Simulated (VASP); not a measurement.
ZrB2: vibrations by perturbation theory with LDA

ZrB2:

```
Zr B
1.0
     3.13333    0.00000    0.00000
    -1.56667    2.71355    0.00000
     0.00000    0.00000    3.48901
Zr B
1 2
Direct
  0.00000 0.00000 0.00000
  0.33333 0.66667 0.50000
  0.66667 0.33333 0.50000
```

```yaml
Program: VASP 6.6.1
Task: vibrations by perturbation theory
Functional: LDA
Potentials_or_basis: VASP PAW LDA potentials, release 64 (Zr_sv, B)
Cutoff: 520 eV
k_mesh: 15 × 15 × 12
Occupations: fermi-dirac, width 0.15 eV
Spin: no spin polarisation
Dipole_correction: no
Further_INCAR_settings: ALGO = Normal; EDIFF = 1e-08; NBANDS = 16; IBRION = 8; NSW = 1
```

```
Highest phonon frequency at Γ : 795 cm⁻¹
```

Phonon frequencies in cm⁻¹ (negative: imaginary):
```tsv
q point	frequencies
(0.000, 0.000, 0.000)	0 0 0 468 468 490 578 795 795
```

It took 25 min on 1 thread of AMD EPYC 7R13, with other jobs on the host, peak memory 0.8 GiB.
